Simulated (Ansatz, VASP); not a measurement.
# TiCo2: VASP beside Ansatz

File INCAR:

```
SYSTEM = TiCo2
PREC     = Accurate       ! precision mode
ENCUT    = 520            ! plane-wave cutoff, eV
EDIFF    = 1E-7           ! SCF threshold, eV
ISMEAR   = 0              ! smearing method
SIGMA    = 0.1            ! smearing width, eV
LREAL    = .False.        ! projectors in reciprocal space
LASPH    = .True.         ! aspherical terms in the spheres
NELM     = 150            ! most SCF steps
ALGO     = Normal         ! electronic algorithm
ISIF     = 2              ! what is computed and relaxed
LWAVE    = .False.        ! write WAVECAR
LCHARG   = .False.        ! write CHGCAR
ISPIN    = 2              ! spin polarisation
MAGMOM   = -0.31 -0.31 0.82 0.82 0.82 0.82 ! initial moments
LORBIT   = 11             ! projections on sites
LMAXMIX  = 4              ! l up to which the mixer works
GGA      = PS             ! functional
NBANDS   = 43             ! bands
```

File KPOINTS:

```
Automatic mesh
0
Gamma
  10 10 10
  0 0 0
```

Contents of POSCAR:

```
TiCo2
1.0
    0.0000000000      3.3520000000      3.3520000000
    3.3520000000      0.0000000000      3.3520000000
    3.3520000000      3.3520000000      0.0000000000
Ti Co
2 4
Direct
    0.5000000000      0.5000000000      0.5000000000
    0.7500000000      0.7500000000      0.7500000000
    0.1250000000      0.1250000000      0.1250000000
    0.6250000000      0.1250000000      0.1250000000
    0.1250000000      0.1250000000      0.6250000000
    0.1250000000      0.6250000000      0.1250000000
```

Input for Ansatz:

```yaml
crystal:
  lattice:
    - [0.0, 3.352, 3.352]
    - [3.352, 0.0, 3.352]
    - [3.352, 3.352, 0.0]
  atoms:
    - { symbol: Ti, position: [0.5, 0.5, 0.5], spin: -0.31 }
    - { symbol: Ti, position: [0.75, 0.75, 0.75], spin: -0.31 }
    - { symbol: Co, position: [0.125, 0.125, 0.125], spin: 0.82 }
    - { symbol: Co, position: [0.625, 0.125, 0.125], spin: 0.82 }
    - { symbol: Co, position: [0.125, 0.125, 0.625], spin: 0.82 }
    - { symbol: Co, position: [0.125, 0.625, 0.125], spin: 0.82 }
basis:
  ecutwfc: 460
kpoints:
  mp_grid: { grid: [10, 10, 10] }
hamiltonian:
  xc: pbesol
scf:
  occupations: { method: gaussian, width: 0.1 }
output:
  forces: true
  stress: true
  eigenvalues: true
  populations: true
magnetization:
  spin_polarized: true
```

Alike in both runs: task single point; functional PBEsol; k mesh 10 × 10 × 10; occupations gaussian, width 0.1 eV; collinear spin.

|  | VASP | Ansatz |
| --- | --- | --- |
| version | VASP 6.6.1 | Ansatz 0.2.0 |
| potentials or method | VASP PAW PBE potentials, release 64 (Ti_sv, Co), cutoff 520 eV | scalar-relativistic, plane waves, PAW |
| valence electrons in the cell | 60 | 92 |

```tsv
	VASP	Ansatz	Ansatz less VASP
gap on the k mesh at the Fermi level (eV)	none	none	-
pressure (GPa)	-14.0	-11.7	+2.32
net moment per atom (μB)	0.00	0.36	+0.362
size of the moment on the site where the two differ most (μB)	0.00	0.74	+0.745
```

The net moments are unlike, so the other rows may belong to different states. VASP's potentials were made for PBE, not for PBEsol. Site moments also hang on the region over which each program counts them. A gap of «none» marks a metal or a gap that the smearing closes. VASP's potentials hold 60 valence electrons a cell and Ansatz's 92, so a difference there can come from the potentials and not from the codes.
